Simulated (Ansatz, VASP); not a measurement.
Ba2HfGa3: VASP beside Ansatz

INCAR

```
SYSTEM = Ba2HfGa3
PREC = Accurate
ENCUT = 520
EDIFF = 1E-6
ISMEAR = 0
SIGMA = 0.1
LREAL = .FALSE.
LASPH = .TRUE.
NELM = 100
ALGO = Normal
ISIF = 2
LWAVE = .FALSE.
LCHARG = .FALSE.
GGA = PE
NBANDS = 44
```

The input KPOINTS:

```
Automatic mesh
0
G
  3 3 4
  0 0 0
```

Contents of POSCAR:

```
Ba2HfGa3
1.0
    6.5027178410      0.0000000000      0.0000000000
   -3.2513589205      5.6315188439      0.0000000000
    0.0000000000      0.0000000000      3.9596211751
Ba Hf Ga
2 1 3
Direct
    0.3333333333      0.6666666667      0.0000000000
    0.6666666667      0.3333333333      0.0000000000
    0.0000000000      0.0000000000      0.0000000000
    0.5000000000      0.0000000000      0.5000000000
    0.5000000000      0.5000000000      0.5000000000
    0.0000000000      0.5000000000      0.5000000000
```

Input for Ansatz:

```yaml
crystal:
  lattice:
    - [6.502717841, 0.0, 0.0]
    - [-3.2513589205, 5.6315188439, 0.0]
    - [0.0, 0.0, 3.9596211751]
  atoms:
    - { symbol: Ba, position: [0.3333333333, 0.6666666667, 0.0] }
    - { symbol: Ba, position: [0.6666666667, 0.3333333333, 0.0] }
    - { symbol: Hf, position: [0.0, 0.0, 0.0] }
    - { symbol: Ga, position: [0.5, 0.0, 0.5] }
    - { symbol: Ga, position: [0.5, 0.5, 0.5] }
    - { symbol: Ga, position: [0.0, 0.5, 0.5] }
basis:
  ecutwfc: 420
kpoints:
  mp_grid: { grid: [3, 3, 4] }
hamiltonian:
  xc: pbe
scf:
  occupations: { method: gaussian, width: 0.1 }
  lower_state_search: "off"
output:
  forces: true
  stress: true
  eigenvalues: true
```

Alike in both runs: task single point; functional PBE; k mesh 3 × 3 × 4; occupations gaussian, width 0.1 eV; no spin polarisation.

```csv
,VASP,Ansatz
version,VASP 6.6.1,Ansatz 0.2.0
potentials or method,"VASP PAW PBE potentials, release 64 (Ba_sv, Hf_pv, Ga_d), cutoff 520 eV","scalar-relativistic, plane waves, PAW"
valence electrons in the cell,69,85
```

VASP gave:

| Property | Result |
| --- | --- |
| gap on the k mesh at the Fermi level (eV) | none |
| pressure (GPa) | 21.7 |
| traceless stress, the component that is largest in VASP (GPa) | 18.79 |

Problem. Which values does Ansatz return?

Solution. gap on the k mesh at the Fermi level (eV): none; pressure (GPa): 20.1; traceless stress, the component that is largest in VASP (GPa): 18.42.

A gap of «none» marks a metal or a gap that the smearing closes. The functional is the same, so the differences come from potentials, cutoffs and numerics. VASP's potentials hold 69 valence electrons a cell and Ansatz's 85, so a difference there can come from the potentials and not from the codes.

The k mesh is coarse, so the values compare programs but aren't converged. Neither program's run includes spin-orbit coupling.
